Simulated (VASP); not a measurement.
Crystal: PdPt3S8.

```xyz
12
Lattice="7.1444 0.0000 0.0000 -3.5722 6.1872 0.0000 0.0000 0.0000 6.4599" Properties=species:S:1:pos:R:3 pbc="T T T"
Pd    0.0000    0.0000    0.0000
Pt   -1.7861    3.0936    0.0000
Pt    1.7861    3.0936    0.0000
Pt    3.5722    0.0000    0.0000
S     0.0000    4.1248    5.2294
S     1.7910    1.0340    5.2294
S     3.5722    4.1192    5.2294
S     5.3534    1.0340    5.2294
S    -1.7812    5.1532    1.2305
S     0.0000    2.0680    1.2305
S     1.7812    5.1532    1.2305
S     3.5722    2.0624    1.2306
```

Base run:

| Quantity | Value |
| --- | --- |
| Program | VASP 6.6.1 |
| Functional | PBEsol |
| Potentials or basis | VASP PAW PBE potentials, release 64 (Pd, Pt, S) |
| Cutoff | 520 eV |
| k mesh | 6 × 6 × 4 |
| Occupations | gaussian, width 0.02 eV |
| Spin | no spin polarisation |

Its results: band gap on the k mesh 1.05 eV, indirect (least direct gap 1.18 eV); pressure -3.7 GPa; largest force 0.434 eV/Å.

Q: The run is repeated on the same cell with these changes: functional from PBEsol to PBE; further incar settings from ALGO = Normal; EDIFF = 1e-06; NBANDS = 56 to ALGO = Normal; EDIFF = 1e-07; NBANDS = 56. What comes out?

A: Band gap on the k mesh 1.09 eV, indirect (least direct gap 1.21 eV); pressure -0.3 GPa; largest force 0.037 eV/Å.

Caveats: spin-orbit coupling is left out, which moves the levels of the heavy elements; this functional lacks dispersion, which binds the layers, so the pressure and a relaxed spacing across them are unreliable; the PAW data sets were made with another functional, which shifts forces and pressure a little (some runs).

A k mesh can miss the band edges.
